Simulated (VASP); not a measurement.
# Sn (Fd-3m) in VASP: notebook, part 2 of 2

VASP 6.6.1. Earlier steps stand in the parts before.

### 3 Single point, PBE

INCAR reads:

```
ALGO = Fast
EDIFF = 1E-7
ENCUT = 520
GGA = PE
ISIF = 2
ISMEAR = 0
LASPH = T
LCHARG = F
LREAL = F
LWAVE = F
NBANDS = 21
NELM = 100
PREC = Accurate
SIGMA = 0.017
```

KPOINTS reads:

```
k-points
0
Gamma
  7 7 7
```

POSCAR reads:

```
Sn
1.0
    0.0000000000      3.2333428000      3.2333428000
    3.2333428000      0.0000000000      3.2333428000
    3.2333428000      3.2333428000      0.0000000000
Sn
2
Direct
    0.7500000000      0.7500000000      0.7500000000
    0.5000000000      0.5000000000      0.5000000000
```

Potentials or basis: VASP PAW PBE potentials, release 64 (Sn_d).

The run is started by

```console
cat potpaw_PBE.64/Sn_d/POTCAR > POTCAR
mpirun -np 1 vasp_std > vasp.out
```

OUTCAR:

```text
EDIFF = 1E-7
   ENCUT = 520
   GGA = PE
   ISIF = 2
   ISMEAR = 0
   LASPH = T
   LREAL = F
   NELM = 100
   PREC = Accurate

 ion  position               nearest neighbor table
   1  0.750  0.750  0.750-   2 2.80   2 2.80   2 2.80   2 2.80
   2  0.500  0.500  0.500-   1 2.80   1 2.80   1 2.80   1 2.80

  LATTYP: Found a face centered cubic cell.
 ALAT       =     6.4666856000

  Lattice vectors:

 A1 = (   0.0000000000,   3.2333428000,   3.2333428000)
 A2 = (   3.2333428000,   0.0000000000,   3.2333428000)
 A3 = (   3.2333428000,   3.2333428000,   0.0000000000)

Analysis of symmetry for initial positions (statically):
=====================================================================
 Subroutine PRICEL returns:
 Original cell was already a primitive cell.

 Routine SETGRP: Setting up the symmetry group for a
 face centered cubic supercell.

 Subroutine GETGRP returns: Found 48 space group operations
 (whereof 24 operations were pure point group operations)
 out of a pool of 48 trial point group operations.

The static configuration has the point symmetry T_d .
 The point group associated with its full space group is O_h .

Analysis of symmetry for dynamics (positions and initial velocities):
=====================================================================
 Subroutine PRICEL returns:
 Original cell was already a primitive cell.

 Routine SETGRP: Setting up the symmetry group for a
 face centered cubic supercell.

 Subroutine GETGRP returns: Found 48 space group operations
 (whereof 24 operations were pure point group operations)
 out of a pool of 48 trial point group operations.

The dynamic configuration has the point symmetry T_d .
 The point group associated with its full space group is O_h .

 Subroutine INISYM returns: Found 48 space group operations
 (whereof 24 operations are pure point group operations),
 and found     1 'primitive' translations

----------------------------------------------------------------------------------------

                                     Primitive cell

  volume of cell :      67.6060

  direct lattice vectors                    reciprocal lattice vectors
     0.000000000  3.233342800  3.233342800    -0.154638723  0.154638723  0.154638723
     3.233342800  0.000000000  3.233342800     0.154638723 -0.154638723  0.154638723
     3.233342800  3.233342800  0.000000000     0.154638723  0.154638723 -0.154638723

  length of vectors
     4.572637240  4.572637240  4.572637240     0.267842124  0.267842124  0.267842124

  position of ions in fractional coordinates (direct lattice)
     0.750000000  0.750000000  0.750000000
     0.500000000  0.500000000  0.500000000

  ion indices of the primitive-cell ions
   primitive index   ion index
                 1           1
                 2           2

----------------------------------------------------------------------------------------

 KPOINTS: k-points

Automatic generation of k-mesh.
 Grid dimensions read from file:
 generate k-points for:    7    7    7

 Generating k-lattice:

  Cartesian coordinates                     Fractional coordinates (reciprocal lattice)
    -0.022091246  0.022091246  0.022091246     0.142857143  0.000000000  0.000000000
     0.022091246 -0.022091246  0.022091246     0.000000000  0.142857143  0.000000000
     0.022091246  0.022091246 -0.022091246     0.000000000  0.000000000  0.142857143

  Length of vectors
     0.038263161  0.038263161  0.038263161

  Shift w.r.t. Gamma in fractional coordinates (k-lattice)
     0.000000000  0.000000000  0.000000000

 Subroutine IBZKPT returns following result:
 ===========================================

 Found     20 irreducible k-points:

 Following reciprocal coordinates:
            Coordinates               Weight
  0.000000  0.000000  0.000000      1.000000
  0.142857  0.000000  0.000000      8.000000
  0.285714  0.000000  0.000000      8.000000
  0.428571  0.000000  0.000000      8.000000
  0.142857  0.142857  0.000000      6.000000
  0.285714  0.142857  0.000000     24.000000
[... 12 lines left out ...]
 -0.428571  0.428571  0.142857     24.000000
 -0.285714  0.428571  0.142857     24.000000
   k-points           NKPTS =     20   k-points in BZ     NKDIM =     20   number of bands    NBANDS=     21
   number of dos      NEDOS =    301   number of ions     NIONS =      2
   total plane-waves  NPLWV =  46656
   dimension x,y,z NGX =    36 NGY =   36 NGZ =   36
   dimension x,y,z NGXF=    72 NGYF=   72 NGZF=   72
   ions per type =               2
   NGX,Y,Z   is equivalent  to a cutoff of  13.09, 13.09, 13.09 a.u.
   NGXF,Y,Z  is equivalent  to a cutoff of  26.18, 26.18, 26.18 a.u.
 SYSTEM =  unknown system
   PREC   = accura    normal or accurate (medium, high low for compatibility)
   ISTART =      0    job   : 0-new  1-cont  2-samecut
   ICHARG =      2    charge: 1-file 2-atom 10-const
   ISPIN  =      1    spin polarized calculation?
   LNONCOLLINEAR =      F non collinear calculations
   LSORBIT =      F    spin-orbit coupling
   LASPH  =      T    aspherical Exc in radial PAW
   ENCUT  =  520.0 eV  38.22 Ry    6.18 a.u.   8.50  8.50  8.50*2*pi/ulx,y,z
   NELM   =    100;   NELMIN=  2; NELMDL= -5     # of ELM steps
   EDIFF  = 0.1E-06   stopping-criterion for ELM
   LREAL  =      F    real-space projection
   EDIFFG = 0.1E-05   stopping-criterion for IOM
   NSW    =      0    number of steps for IOM
   IBRION =     -1    ionic relax: 0-MD 1-quasi-New 2-CG
   NFREE  =      0    steps in history (QN), initial steepest desc. (CG)
   ISIF   =      2    stress and relaxation
   ISYM   =      2    0-nonsym 1-usesym 2-fastsym
   POTIM  = 0.5000    time-step for ionic-motion
   TEBEG  =    0.0;   TEEND  =   0.0 temperature during run
   PSTRESS=    0.0 pullay stress
   NELECT =      28.0000    total number of electrons
   NUPDOWN=      -1.0000    fix difference up-down
   EMIN   =  10.00;   EMAX   =-10.00  energy-range for DOS
   EFERMI =   0.00;   METHOD = LEGACY
   ISMEAR =     0;   SIGMA  =   0.02  broadening in eV -4-tet -1-fermi 0-gaus
   EFERMI_NEDOS =   21; number of points for ismear=-14 and -15
   IALGO  =     68    algorithm
   IMIX   =      4    mixing-type and parameters
     AMIX     =   0.40;   BMIX     =  1.00
     AMIX_MAG =   1.60;   BMIX_MAG =  1.00
  volume/ion in A,a.u.               =      33.80       228.11
  Fermi-wavevector in a.u.,A,eV,Ry     =   1.220298  2.306028 20.260793  1.489126
  Thomas-Fermi vector in A             =   2.355520
   LORBIT       =      0    0 simple, 1 ext, 2 COOP (PROOUT), +10 PAW based schemes
   GGA     = PE    functional components
   LHFCALC =     F    Hartree Fock is set to
   AEXX    =    0.0000 exact exchange contribution
   IVDW    =     0    specifies the selected vdW correction
   LEPSILON=     F    determine dielectric tensor
   LRPA    =     F    only Hartree local field effects (RPA)
 non-spin polarized calculation
 RMM-DIIS sequential band-by-band and
 Gauss-broadening in eV      SIGMA  =   0.02
  energy-cutoff  :      520.00
  volume of cell :       67.61
 maximum number of plane-waves:      1841
 NGX is ok and might be reduce to    36
   NGX = 17   NGY = 17   NGZ = 17

 number of electron      28.0000008 magnetization

 Free energy of the ion-electron system (eV)
  ---------------------------------------------------
  ext. energy  EPLUGINS =         0.00000000
  ---------------------------------------------------
  free energy    TOTEN  =        -7.60976957 eV

  energy without entropy =       -7.60959136  energy(sigma->0) =       -7.60968047

 E-fermi :   5.7962     XC(G=0):  -8.9195

 val. band max:        5.4865235085   @ k =   0.1429   0.0000   0.0000
 cond. band min:       5.8042969025   @ k =   0.4286   0.0000   0.0000
 fundamental gap:      0.3177733940
 Fermi energy:         5.7961884753

 k-point     1 :       0.0000    0.0000    0.0000
  band No.  band energies     occupation
      1     -15.9467      2.00000
      2     -15.9467      2.00000
      3     -15.9467      2.00000
      4     -15.8856      2.00000
      5     -15.8856      2.00000
      6     -15.5679      2.00000
[... 13 lines left out ...]
     20      13.7430      0.00000
     21      13.7432      0.00000
[... 433 lines left out ...]
 k-point    20 :      -0.2857    0.4286    0.1429
  band No.  band energies     occupation
      1     -16.0219      2.00000
      2     -16.0088      2.00000
      3     -15.8370      2.00000
      4     -15.7671      2.00000
      5     -15.7479      2.00000
      6     -15.7146      2.00000
[... 13 lines left out ...]
     20      14.5171      0.00000
     21      16.3114      0.00000

------------------------ aborting loop because EDIFF is reached ----------------------------------------

  FORCE on cell =-STRESS in cart. coord.  units (eV):
  Direction    XX          YY          ZZ          XY          YZ          ZX
  --------------------------------------------------------------------------------------
  -------------------------------------------------------------------------------------
  Total        1.5892435      1.5892435      1.5892435      0.0000000      0.0000000     -0.0000000
  in kB       37.6630754     37.6630754     37.6630754      0.0000000      0.0000000     -0.0000000
  external PRESSURE =      37.6630754 kB  Pullay stress =       0.0000000 kB

 VOLUME and BASIS-vectors are now :
 -----------------------------------------------------------------------------
  energy-cutoff  :      520.00
  volume of cell :       67.61
      direct lattice vectors                 reciprocal lattice vectors
     0.000000000  3.233342800  3.233342800    -0.154638723  0.154638723  0.154638723
     3.233342800  0.000000000  3.233342800     0.154638723 -0.154638723  0.154638723
     3.233342800  3.233342800  0.000000000     0.154638723  0.154638723 -0.154638723

 POSITION                                       TOTAL-FORCE (eV/Angst)
 -----------------------------------------------------------------------------------
      4.85001      4.85001      4.85001         0.000000      0.000000      0.000000
      3.23334      3.23334      3.23334        -0.000000     -0.000000     -0.000000
 -----------------------------------------------------------------------------------
    total drift:                                0.000000      0.000000      0.000000

  FREE ENERGIE OF THE ION-ELECTRON SYSTEM (eV)
  ---------------------------------------------------
  free  energy   TOTEN  =        -7.6097695737 eV

  energy  without entropy=       -7.6095913577  energy(sigma->0) =       -7.60968047
```

Run time: 27 s. Hardware: 1 thread of Intel Xeon Platinum 8488C (Sapphire Rapids), shared host; peak memory 0.2 GiB.

What came out:

* Free energy: -7.6098 eV
* Pressure: 3.8 GPa
* Band gap on the k mesh: zero (band 14 reaches 5.84 eV, above the bottom of band 15 at 5.80 eV)

Caveat: spin-orbit coupling is left out, which moves the levels of the heavy elements.
